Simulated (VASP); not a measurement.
A run of VASP 6.6.1 is set up as follows.

Contents of POSCAR:

```
Sb
1.0
    3.1600000000      0.0000000000      0.0000000000
    0.0000000000      3.1600000000      0.0000000000
    0.0000000000      0.0000000000      3.1600000000
Sb
1
Direct
    0.0000000000      0.0000000000      0.0000000000
```

INCAR.step1

```
PREC = Accurate ; ENCUT = 520
ISMEAR = -1 ; SIGMA = 0.05
LREAL = F ; LASPH = T
NELM = 100 ; NBANDS = 8
GGA = PE ; ALGO = Normal
EDIFF = 1E-4 ; LWAVE = T
LCHARG = F
```

The input INCAR.step2:

```
PREC = Accurate ; ENCUT = 520
EDIFF = 1E-7 ; ISMEAR = -1
SIGMA = 0.05 ; LREAL = F
LASPH = T ; NELM = 100
ALGO = Normal ; ISIF = 2
LWAVE = F ; LCHARG = F
METAGGA = R2SCAN ; LMIXTAU = T
NBANDS = 8 ; ISTART = 1
```

KPOINTS

```
Automatic mesh
0
Gamma
  9 9 9
```

Potentials or basis: VASP PAW PBE potentials, release 64 (Sb).

The run is started by

```console
$ cat potpaw_PBE.64/Sb/POTCAR > POTCAR
$ cp INCAR.step1 INCAR
$ mpirun -np 1 vasp_std > vasp.out
$ cp INCAR.step2 INCAR
$ mpirun -np 1 vasp_std > vasp.out
```

(1) Predict the pressure.

Results:

(1) -3.7 GPa.

Caveat: the PAW data sets were made with another functional, which shifts forces and pressure a little.
